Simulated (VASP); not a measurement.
Here is a VASP 6.6.1 calculation.

POSCAR

```
K
1.0
    4.4289765760      0.0000000000      0.0000000000
    0.0000000000      4.3104394900      0.0000000000
    0.0000000000      0.0000000000      4.7845878339
K
1
Direct
    0.0000000000      0.0000000000      0.0000000000
```

File INCAR.step1:

```
SYSTEM = K
ALGO     = Normal         ! electronic algorithm
EDIFF    = 1E-4           ! SCF threshold, eV
ENCUT    = 520            ! plane-wave cutoff, eV
GGA      = PE             ! functional
ISMEAR   = 0              ! smearing method
LASPH    = .True.         ! aspherical terms in the spheres
LCHARG   = .False.        ! write CHGCAR
LREAL    = .False.        ! projectors in reciprocal space
LWAVE    = .True.         ! write WAVECAR
NBANDS   = 10             ! bands
NELM     = 60             ! most SCF steps
PREC     = Accurate       ! precision mode
SIGMA    = 0.15           ! smearing width, eV
```

Contents of INCAR.step2:

```
SYSTEM = K
ALGO     = Normal         ! electronic algorithm
EDIFF    = 1E-6           ! SCF threshold, eV
ENCUT    = 520            ! plane-wave cutoff, eV
ISIF     = 2              ! what is computed and relaxed
ISMEAR   = 0              ! smearing method
ISTART   = 1            
LASPH    = .True.         ! aspherical terms in the spheres
LCHARG   = .False.        ! write CHGCAR
LMIXTAU  = .True.       
LREAL    = .False.        ! projectors in reciprocal space
LWAVE    = .False.        ! write WAVECAR
METAGGA  = R2SCAN         ! meta-GGA
NBANDS   = 10             ! bands
NELM     = 60             ! most SCF steps
PREC     = Accurate       ! precision mode
SIGMA    = 0.15           ! smearing width, eV
```

The input KPOINTS:

```
k-points
0
Gamma
  10 10 10
  0 0 0
```

Potentials or basis: VASP PAW PBE potentials, release 64 (K_sv).

Command:

```console
$ cat potpaw_PBE.64/K_sv/POTCAR > POTCAR
$ cp INCAR.step1 INCAR
$ mpirun -np 1 vasp_std > vasp.out
$ cp INCAR.step2 INCAR
$ mpirun -np 1 vasp_std > vasp.out
```

(1) What does it give for the pressure?

(2) Estimate the band gap on the k mesh.

## Answers

(1) -0.3 GPa.

(2) zero (an odd number of electrons rules out a gap without spin polarisation).

Caveat: the cell differs from its parent crystal (normal strain along x +0.0275, normal strain along z +0.1100); the PAW data sets were made with another functional, which shifts forces and pressure a little.
